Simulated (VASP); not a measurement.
LiH, 2 atoms in the cell. The structure is cubic, space group Fm-3m (No. 225). Conventional cell: a = 3.928 Å, b = 3.928 Å, c = 3.928 Å, α = 90.00°, β = 90.00°, γ = 90.00°. Within 2.6 Å of Li (site symmetry m-3m) lie 6 H at 1.96 Å. H (site symmetry m-3m) has 6 Li at 1.96 Å within 2.6 Å.  This cell differs from its parent crystal: volume scaled by 1.015.

```yaml
Program: VASP 6.6.1
Task: vibrations by perturbation theory
Functional: LDA
Potentials_or_basis: VASP PAW LDA potentials, release 64 (Li_sv, H)
Cutoff: 520 eV
k_mesh: 10 × 10 × 10
Occupations: gaussian, width 0.01 eV
Spin: no spin polarisation
Dipole_correction: no
Further_INCAR_settings: ALGO = Normal; EDIFF = 1e-08; IBRION = 8; NSW = 1
```

Potentials or basis: VASP PAW LDA potentials, release 64 (Li_sv, H).

Launch:

```sh
$ cat potpaw_LDA.64/Li_sv/POTCAR potpaw_LDA.64/H/POTCAR > POTCAR
$ mpirun -np 1 vasp_std > vasp.out
```

Hardware: 1 thread of Intel(R) Xeon(R) 6975P-C (Granite Rapids), on a shared host.

**Question.** Estimate the wall time of this run.

**Answer.** Run time: 11 s on 1 thread of Intel(R) Xeon(R) 6975P-C (Granite Rapids), on a shared host, peak memory 0.14 GiB. Counts: scf iterations 39, k points 47.
